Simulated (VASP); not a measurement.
TiZn:

```
CELL_PARAMETERS angstrom
3.12375 0.00000 0.00000
0.00000 3.12375 0.00000
0.00000 0.00000 3.12375
ATOMIC_POSITIONS crystal
Ti 0.50000 0.50000 0.50000
Zn 0.00000 0.00000 0.00000
```

```yaml
Program: VASP 6.6.1
Task: relaxation of cell and atoms
Functional: LDA
Potentials_or_basis: VASP PAW LDA potentials, release 64 (Ti_sv, Zn)
Cutoff: 600 eV
k_mesh: 6 × 6 × 6
Occupations: gaussian, width 0.02 eV
Spin: no spin polarisation
```

At the start: pressure -6.7 GPa; volume 15.24 Å³/atom.

Task: Where does the relaxation end?

Result: Over 3 steps the energy falls by 17.9 meV/atom and the volume is 14.43 Å³/atom (-5.3 %); space group Pm-3m (No. 221, to 0.05 Å).

The path:
| step | energy change (eV) | largest force (eV/Å) | pressure (GPa) | volume (Å³) |
| --- | --- | --- | --- | --- |
| 1 | 0.0000 | 0.0000 | -6.69 | 30.48 |
| 2 | -0.0170 | 0.0000 | 5.72 | 27.76 |
| 3 | -0.0357 | 0.0000 | 0.00 | 28.85 |

Final structure:
```
Ti Zn
1.0
     3.06711    0.00000    0.00000
     0.00000    3.06711    0.00000
     0.00000    0.00000    3.06711
Ti Zn
1 1
Direct
  0.50000 0.50000 0.50000
  0.00000 0.00000 0.00000
```
